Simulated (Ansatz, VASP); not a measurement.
**Ag: VASP beside Ansatz**

```
CELL_PARAMETERS angstrom
0.00000 1.88359 1.88359
1.88359 0.00000 1.88359
1.88359 1.88359 0.00000
ATOMIC_POSITIONS crystal
Ag 0.00000 0.00000 0.00000
```

Alike in both runs: task single point; functional PBE exchange alone; k mesh 11 × 11 × 11; occupations methfessel-paxton of order 1, width 0.15 eV; non-collinear spin, spin-orbit coupling.

```csv
,VASP,Ansatz
version,VASP 6.6.1,Ansatz 0.2.0
potentials or method,"VASP PAW PBE potentials, release 64 (Ag)",PseudoDojo standard (PBE files)
plane-wave cutoff (eV),520,1116
valence electrons in the cell,11,19
```

|  | VASP | Ansatz | Ansatz less VASP |
| --- | --- | --- | --- |
| net moment per atom (μB) | 0.00 | 0.00 | 0.000 |

VASP's potentials were made for PBE, not for PBE exchange alone. With one functional, cell and mesh, what is left measures potentials, basis and numerics. VASP's potentials hold 11 valence electrons a cell and Ansatz's 19, so a difference there can come from the potentials and not from the codes.

Noted on Ansatz's run: the potentials were made for another functional, which shifts forces and pressure.
